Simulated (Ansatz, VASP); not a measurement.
# Two plane-wave programs on TiO2

```
Ti O
1.0
     4.49940    0.00000    0.00000
     0.00000    5.44762    0.00000
     0.00000    0.00000    4.87740
Ti O
4 8
Direct
  0.50000 0.67161 0.75000
  0.00000 0.82839 0.25000
  0.50000 0.32839 0.25000
  0.00000 0.17161 0.75000
  0.73102 0.61208 0.07934
  0.23102 0.88792 0.92066
  0.76898 0.88792 0.57934
  0.26898 0.61208 0.42066
  0.73102 0.38792 0.57934
  0.23102 0.11208 0.42066
  0.76898 0.11208 0.07934
  0.26898 0.38792 0.92066
```

Change from the starting cell: equal strain along all axes, cell held, atoms relaxed: -2.0 %.

Alike in both runs: functional PBE; k mesh 6 × 4 × 6; occupations gaussian, width 0.02 eV; no spin polarisation; Hubbard terms Ti d U = 4.0 eV.

Ansatz relaxed the structure, and its values are those at the end. VASP's run is a single point on that final structure, the one shown.

```csv
,VASP,Ansatz
version,VASP 6.6.1,Ansatz 0.2.0
potentials or method,"VASP PAW PBE potentials, release 64 (Ti_sv, O), cutoff 520 eV","scalar-relativistic, plane waves, PAW"
valence electrons in the cell,96,96
```

Ansatz gave:

| Quantity | Value |
| --- | --- |
| gap on the k mesh at the Fermi level (eV) | 3.11 |
| least direct gap on the mesh (eV) | 3.11 |
| pressure (GPa) | 14.3 |
| rms of the force components (eV/Å) | 0.003 |

Problem. Estimate VASP's values.

Solution. gap on the k mesh at the Fermi level (eV): 3.13; least direct gap on the mesh (eV): 3.13; pressure (GPa): 19.6; rms of the force components (eV/Å): 0.118.

The programs project onto different local orbitals, so the same U acts differently, and such runs can settle in different states. Ansatz's warnings: stress scf threshold loose.
